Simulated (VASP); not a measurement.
A run of VASP 6.6.1 is set up as follows.

The input INCAR:

```
  PREC = Accurate
  ENCUT = 520
  EDIFF = 1E-6
  ISMEAR = 0
  SIGMA = 0.15
  LREAL = False
  LASPH = True
  NELM = 100
  ALGO = Normal
  ISIF = 2
  LWAVE = False
  LCHARG = True
  GGA = PE
  LELF = True
  LVHAR = True
  NBANDS = 21
```

The input KPOINTS:

```
regular mesh
0
Gamma
  14 14 14
```

POSCAR

```
Ge
1.0
    0.0000000000      2.8712015500      2.8287700000
    2.8712015500      0.0000000000      2.8287700000
    2.8712015500      2.8712015500      0.0000000000
Ge
2
Direct
    0.5000000000      0.5000000000      0.5000000000
    0.7500000000      0.7500000000      0.7500000000
```

Potentials or basis: VASP PAW PBE potentials, release 64 (Ge_d).

Run with:

```sh
$ cat potpaw_PBE.64/Ge_d/POTCAR > POTCAR
$ mpirun -np 1 vasp_std > vasp.out
```

Task: Predict the band gap on the k mesh.

Result: 0.11 eV.

Task: What does it give for the pressure?

Result: 1.5 GPa.

Stress tensor (GPa, compression positive):
```
1.13 0.00 0.00
0.00 1.13 0.00
0.00 0.00 2.12
```

Caveat: the cell differs from its parent crystal (strain +0.015 along x and y, +0.000 along z). A k mesh can miss the band edges.
